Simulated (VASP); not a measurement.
# Si4C5 in VASP: further runs

The runs below take Si4C5 through single point, with PBE.

All numbers are computed with VASP 6.6.1; they aren't measurements. Logs are shortened: lines on timing, memory, paths and dates and some standing lists are left out, and cuts for length are marked.

**1. The cell of the first run**

The cell holds a slab with vacuum, 9 atoms: a = 3.092 Å, b = 3.092 Å, c = 25.234 Å, α = 90.00°, β = 90.00°, γ = 120.00°.

**2. Single point, PBE, collinear spin**

INCAR reads:

```
PREC = Accurate ; ENCUT = 520
EDIFF = 1E-6 ; ISMEAR = 0
SIGMA = 0.05 ; LREAL = False
LASPH = True ; NELM = 150
ALGO = Normal ; ISIF = 2
LWAVE = False ; LCHARG = False
ISPIN = 2 ; MAGMOM = 0 0 0 0 2 0 0 0 0
LORBIT = 11 ; LDIPOL = True
IDIPOL = 3 ; DIPOL = 0.5 0.5 0.349
GGA = PE ; NBANDS = 32
```

KPOINTS reads:

```
regular mesh
0
Gamma
  9 9 1
```

POSCAR reads:

```
Si4C5
1.0
    3.0920147208      0.0000000000      0.0000000000
   -1.5460073604      2.6777632971      0.0000000000
    0.0000000000      0.0000000000     25.2337106667
C Si
5 4
Direct
    0.3333333333      0.6666666667      0.1585181051
    0.6666666667      0.3333333333      0.2590546646
    0.3333333333      0.6666666667      0.3607902149
    0.6666666667      0.3333333333      0.4623551549
    1.0000000000      0.0000000000      0.5652640967
    0.6666666667      0.3333333333      0.1834768895
    0.3333333333      0.6666666667      0.2840134490
    0.6666666667      0.3333333333      0.3842867907
    0.3333333333      0.6666666667      0.4848161584
```

Potentials or basis: VASP PAW PBE potentials, release 64 (C, Si).

Command:

```bash
cat potpaw_PBE.64/C/POTCAR potpaw_PBE.64/Si/POTCAR > POTCAR
mpirun -np 1 vasp_std > vasp.out
```

OUTCAR:

```text
PREC = Accurate
   ENCUT = 520
   EDIFF = 1E-6
   ISMEAR = 0
   LREAL = False
   LASPH = True
   NELM = 150
   ISIF = 2
   ISPIN = 2
   LORBIT = 11
   GGA = PE

 ion  position               nearest neighbor table
   1  0.333  0.667  0.159-   6 1.89   6 1.89   6 1.89
   2  0.667  0.333  0.259-   7 1.89   7 1.89   7 1.89   6 1.91
   3  0.333  0.667  0.361-   8 1.88   8 1.88   8 1.88   7 1.94
   4  0.667  0.333  0.462-   9 1.87   9 1.87   9 1.87   8 1.97
   5  0.000  0.000  0.565-
   6  0.667  0.333  0.183-   1 1.89   1 1.89   1 1.89   2 1.91   7 3.10   7 3.10   7 3.10
   7  0.333  0.667  0.284-   2 1.89   2 1.89   2 1.89   3 1.94   8 3.10   8 3.10   8 3.10   6 3.10
                             6 3.10   6 3.10
   8  0.667  0.333  0.384-   3 1.88   3 1.88   3 1.88   4 1.97   7 3.10   7 3.10   7 3.10   9 3.10
                             9 3.10   9 3.10
   9  0.333  0.667  0.485-   4 1.87   4 1.87   4 1.87   8 3.10   8 3.10   8 3.10

  LATTYP: Found a hexagonal cell.
 ALAT       =     3.0920147208
 C/A-ratio  =     8.1609283736

  Lattice vectors:

 A1 = (   3.0920147208,   0.0000000000,   0.0000000000)
 A2 = (  -1.5460073604,   2.6777632971,   0.0000000000)
 A3 = (   0.0000000000,   0.0000000000,  25.2337106667)

Analysis of symmetry for initial positions (statically):
=====================================================================
 Subroutine PRICEL returns:
 Original cell was already a primitive cell.

 Routine SETGRP: Setting up the symmetry group for a
 hexagonal supercell.

 Subroutine GETGRP returns: Found  6 space group operations
 (whereof  6 operations were pure point group operations)
 out of a pool of 24 trial point group operations.

The static configuration has the point symmetry C_3v.

Analysis of symmetry for dynamics (positions and initial velocities):
=====================================================================
 Subroutine PRICEL returns:
 Original cell was already a primitive cell.

 Routine SETGRP: Setting up the symmetry group for a
 hexagonal supercell.

 Subroutine GETGRP returns: Found  6 space group operations
 (whereof  6 operations were pure point group operations)
 out of a pool of 24 trial point group operations.

The dynamic configuration has the point symmetry C_3v.

Analysis of structural, dynamic, and magnetic symmetry:
=====================================================================
 Subroutine PRICEL returns:
 Original cell was already a primitive cell.

 Routine SETGRP: Setting up the symmetry group for a
 hexagonal supercell.

 Subroutine GETGRP returns: Found  6 space group operations
 (whereof  6 operations were pure point group operations)
 out of a pool of 24 trial point group operations.

The overall configuration has the point symmetry C_3v.

 Subroutine INISYM returns: Found  6 space group operations
 (whereof  6 operations are pure point group operations),
 and found     1 'primitive' translations

----------------------------------------------------------------------------------------

                                     Primitive cell

  volume of cell :     208.9271

  direct lattice vectors                    reciprocal lattice vectors
     3.092014721  0.000000000  0.000000000     0.323413725  0.186723001  0.000000000
    -1.546007360  2.677763297  0.000000000     0.000000000  0.373446003  0.000000000
     0.000000000  0.000000000 25.233710667     0.000000000  0.000000000  0.039629526

  length of vectors
     3.092014721  3.092014721 25.233710667     0.373446003  0.373446003  0.039629526

  position of ions in fractional coordinates (direct lattice)
     0.333333333  0.666666667  0.158518105
     0.666666667  0.333333333  0.259054665
     0.333333333  0.666666667  0.360790215
     0.666666667  0.333333333  0.462355155
     0.000000000  0.000000000  0.565264097
     0.666666667  0.333333333  0.183476889
     0.333333333  0.666666667  0.284013449
     0.666666667  0.333333333  0.384286791
     0.333333333  0.666666667  0.484816158

  ion indices of the primitive-cell ions
   primitive index   ion index
                 1           1
                 2           2
                 3           3
                 4           4
[... 59 lines left out ...]
   LNONCOLLINEAR =      F non collinear calculations
   LSORBIT =      F    spin-orbit coupling
   LASPH  =      T    aspherical Exc in radial PAW
   ENCUT  =  520.0 eV  38.22 Ry    6.18 a.u.   5.75  5.75 46.92*2*pi/ulx,y,z
   NELM   =    150;   NELMIN=  2; NELMDL= -5     # of ELM steps
   EDIFF  = 0.1E-05   stopping-criterion for ELM
   LREAL  =      F    real-space projection
   EDIFFG = 0.1E-04   stopping-criterion for IOM
   NSW    =      0    number of steps for IOM
   IBRION =     -1    ionic relax: 0-MD 1-quasi-New 2-CG
   NFREE  =      0    steps in history (QN), initial steepest desc. (CG)
   ISIF   =      2    stress and relaxation
   ISYM   =      2    0-nonsym 1-usesym 2-fastsym
   POTIM  = 0.5000    time-step for ionic-motion
   TEBEG  =    0.0;   TEEND  =   0.0 temperature during run
   PSTRESS=    0.0 pullay stress
   NELECT =      36.0000    total number of electrons
   NUPDOWN=      -1.0000    fix difference up-down
   EMIN   =  10.00;   EMAX   =-10.00  energy-range for DOS
   EFERMI =   0.00;   METHOD = LEGACY
   ISMEAR =     0;   SIGMA  =   0.05  broadening in eV -4-tet -1-fermi 0-gaus
   EFERMI_NEDOS =   21; number of points for ismear=-14 and -15
   IALGO  =     38    algorithm
   IMIX   =      4    mixing-type and parameters
     AMIX     =   0.40;   BMIX     =  1.00
     AMIX_MAG =   1.60;   BMIX_MAG =  1.00
  volume/ion in A,a.u.               =      23.21       156.66
  Fermi-wavevector in a.u.,A,eV,Ry     =   0.910984  1.721510 11.291362  0.829892
  Thomas-Fermi vector in A             =   2.035210
   LORBIT       =     11    0 simple, 1 ext, 2 COOP (PROOUT), +10 PAW based schemes
   GGA     = PE    functional components
   LHFCALC =     F    Hartree Fock is set to
   AEXX    =    0.0000 exact exchange contribution
   IVDW    =     0    specifies the selected vdW correction
   LEPSILON=     F    determine dielectric tensor
   LRPA    =     F    only Hartree local field effects (RPA)
 spin polarized calculation
 Gauss-broadening in eV      SIGMA  =   0.05
  energy-cutoff  :      520.00
  volume of cell :      208.93
 maximum number of plane-waves:      5652
 NGX is ok and might be reduce to    24
   NGX = 11   NGY = 11   NGZ = 93

 dipolmoment           0.000000      0.000000      0.004089 electrons x Angstroem

 number of electron      36.0000001 magnetization       1.2573858

 dipolmoment           0.000000      0.000000     -0.023086 electrons x Angstroem

 Free energy of the ion-electron system (eV)
  ---------------------------------------------------
  ext. energy  EPLUGINS =         0.00000000
  ---------------------------------------------------
  free energy    TOTEN  =       -60.23378484 eV

  energy without entropy =      -60.22141228  energy(sigma->0) =      -60.22759856

 E-fermi :   0.2121     XC(G=0):  -5.8086

 val. band max:        0.2089394243   @ k =   0.3333   0.1111   0.0000
 cond. band min:       0.2139742721   @ k =   0.2222   0.1111   0.0000
 fundamental gap:      0.0050348478
 Fermi energy:         0.2121149075

 spin component 1

 k-point     1 :       0.0000    0.0000    0.0000
  band No.  band energies     occupation
      1     -15.9423      1.00000
      2     -15.0110      1.00000
      3     -13.9399      1.00000
      4     -12.2951      1.00000
      5     -10.4167      1.00000
      6      -7.9439      1.00000
[... 385 lines left out ...]
     29       8.4086      0.00000
     30       9.0047      0.00000
 Fermi energy:         0.2121149075

 spin component 2

 k-point     1 :       0.0000    0.0000    0.0000
  band No.  band energies     occupation
      1     -15.8978      1.00000
      2     -14.9594      1.00000
      3     -13.8903      1.00000
      4     -12.2784      1.00000
      5      -9.5110      1.00000
      6      -7.6975      1.00000
[... 385 lines left out ...]
     29       8.4606      0.00000
     30       9.0382      0.00000
 [bands above 30 left out]

------------------------ aborting loop because EDIFF is reached ----------------------------------------

 vacuum level on the upper side and lower side of the slab       (xc-potential included)        -0.233         0.246

  FORCE on cell =-STRESS in cart. coord.  units (eV):
  Direction    XX          YY          ZZ          XY          YZ          ZX
  --------------------------------------------------------------------------------------
  -------------------------------------------------------------------------------------
  Total       -2.7296714     -2.7296714     -4.0420783      0.0000000      0.0000000      0.0000000
  in kB      -20.9327410    -20.9327410    -30.9970559      0.0000000      0.0000000      0.0000000
  external PRESSURE =     -24.2875126 kB  Pullay stress =       0.0000000 kB

 VOLUME and BASIS-vectors are now :
 -----------------------------------------------------------------------------
  energy-cutoff  :      520.00
  volume of cell :      208.93
      direct lattice vectors                 reciprocal lattice vectors
     3.092014721  0.000000000  0.000000000     0.323413725  0.186723001  0.000000000
    -1.546007360  2.677763297  0.000000000     0.000000000  0.373446003  0.000000000
     0.000000000  0.000000000 25.233710667     0.000000000  0.000000000  0.039629526

 POSITION                                       TOTAL-FORCE (eV/Angst)
 -----------------------------------------------------------------------------------
     -0.00000      1.78518      4.00000        -0.000000     -0.000000      2.345412
      1.54601      0.89259      6.53691         0.000000      0.000000      1.033598
     -0.00000      1.78518      9.10408        -0.000000      0.000000     -0.151388
      1.54601      0.89259     11.66694         0.000000     -0.000000     -0.823885
      0.00000      0.00000     14.26371        -0.000000      0.000000     -1.412804
      1.54601      0.89259      4.62980        -0.000000     -0.000000     -2.797248
     -0.00000      1.78518      7.16671         0.000000      0.000000     -0.548922
      1.54601      0.89259      9.69698         0.000000     -0.000000      0.367316
     -0.00000      1.78518     12.23371        -0.000000     -0.000000      1.987921
 -----------------------------------------------------------------------------------
    total drift:                               -0.000000     -0.000000     -0.000040

  FREE ENERGIE OF THE ION-ELECTRON SYSTEM (eV)
  ---------------------------------------------------
  free  energy   TOTEN  =       -60.2337848408 eV

  energy  without entropy=      -60.2214122814  energy(sigma->0) =      -60.22759856

 vacuum level on the upper side and lower side of the slab         6.286         6.802

 total charge

# of ion       s       p       d       tot
------------------------------------------
    1        0.873   1.514   0.000   2.387
    2        0.846   1.680   0.000   2.526
    3        0.839   1.693   0.000   2.532
    4        0.847   1.673   0.000   2.520
    5        1.037   0.954   0.000   1.991
    6        0.707   0.952   0.000   1.659
    7        0.705   0.945   0.000   1.650
    8        0.710   0.947   0.000   1.657
    9        0.715   0.872   0.000   1.586
--------------------------------------------------
tot          7.281  11.230   0.000  18.510

 magnetization (x)

# of ion       s       p       d       tot
------------------------------------------
    1       -0.001   0.003   0.000   0.002
    2        0.000   0.007   0.000   0.007
    3        0.001   0.012   0.000   0.013
    4        0.006   0.044   0.000   0.050
    5        0.029   0.519   0.000   0.547
    6       -0.000  -0.000   0.000  -0.000
    7        0.000   0.002   0.000   0.002
    8        0.001   0.009   0.000   0.010
    9       -0.007  -0.005   0.000  -0.012
--------------------------------------------------
tot          0.030   0.590   0.000   0.620
```

Wall time 4.1 min (1 thread of Intel Xeon 6975P-C (Granite Rapids), shared host); peak memory 0.46 GiB.

Results:

* Free energy: -60.2338 eV
* Largest force: 2.797 eV/Å
* Net moment: 1.26 μB per cell
* Site moments: C +0.00, +0.01, +0.05, +0.55 (each value once); Si -0.00, +0.00, +0.01, -0.01 μB
* Valence electrons inside the program's atomic spheres: C 2.39, 2.53, 2.52, 1.99 (each value once); Si 1.66, 1.65, 1.59 (each value once)

Forces on the atoms (eV/Å):
```
C    0.000  0.000  2.345
C    0.000  0.000  1.034
C    0.000  0.000 -0.151
C    0.000  0.000 -0.824
C    0.000  0.000 -1.413
Si   0.000  0.000 -2.797
Si   0.000  0.000 -0.549
Si   0.000  0.000  0.367
Si   0.000  0.000  1.988
```

Levels at points of the mesh, in eV from the Fermi level:
Spin up:
| k point | band 16 | band 17 | band 18 | band 19 | band 20 | band 21 | band 22 | band 23 |
| --- | --- | --- | --- | --- | --- | --- | --- | --- |
| (0.00, 0.00, 0.00) | -0.30 | 0.17 | 0.17 | 1.57 | 1.57 | 3.94 | 4.16 | 4.88 |
Spin down:
| k point | band 14 | band 15 | band 16 | band 17 | band 18 | band 19 | band 20 | band 21 |
| --- | --- | --- | --- | --- | --- | --- | --- | --- |
| (0.00, 0.00, 0.00) | -1.18 | -0.54 | 0.18 | 0.18 | 0.24 | 2.58 | 2.58 | 3.99 |

(Continued in part 2 of 2.)
